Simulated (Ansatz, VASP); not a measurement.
## Two plane-wave programs on MgS

```
CELL_PARAMETERS angstrom
0.00000 2.59116 2.59116
2.59116 0.00000 2.59116
2.59116 2.59116 0.00000
ATOMIC_POSITIONS crystal
Mg 0.00000 0.00000 0.00000
S 0.50000 0.50000 0.50000
```

Alike in both runs: functional PBEsol; k mesh 6 × 6 × 6; occupations gaussian, width 0.02 eV; no spin polarisation.

Ansatz relaxed the structure, and its values are those at the end. VASP's run is a single point on that final structure, the one shown.

|  | VASP | Ansatz |
| --- | --- | --- |
| version | VASP 6.6.1 | Ansatz 0.2.0 |
| potentials or method | VASP PAW PBE potentials, release 64 (Mg, S), cutoff 520 eV | scalar-relativistic, plane waves, PAW |
| valence electrons in the cell | 8 | 16 |

|  | VASP | Ansatz | Ansatz less VASP |
| --- | --- | --- | --- |
| gap on the k mesh at the Fermi level (eV) | 2.73 | 2.73 | -0.001 |
| least direct gap on the mesh (eV) | 3.69 | 3.69 | +0.001 |
| pressure (GPa) | -0.2 | 0.0 | +0.18 |

VASP's potentials were made for PBE, not for PBEsol, and Ansatz warns of the same on its side. With one functional, cell and mesh, what is left measures potentials, basis and numerics. VASP's potentials hold 8 valence electrons a cell and Ansatz's 16, so a difference there can come from the potentials and not from the codes.
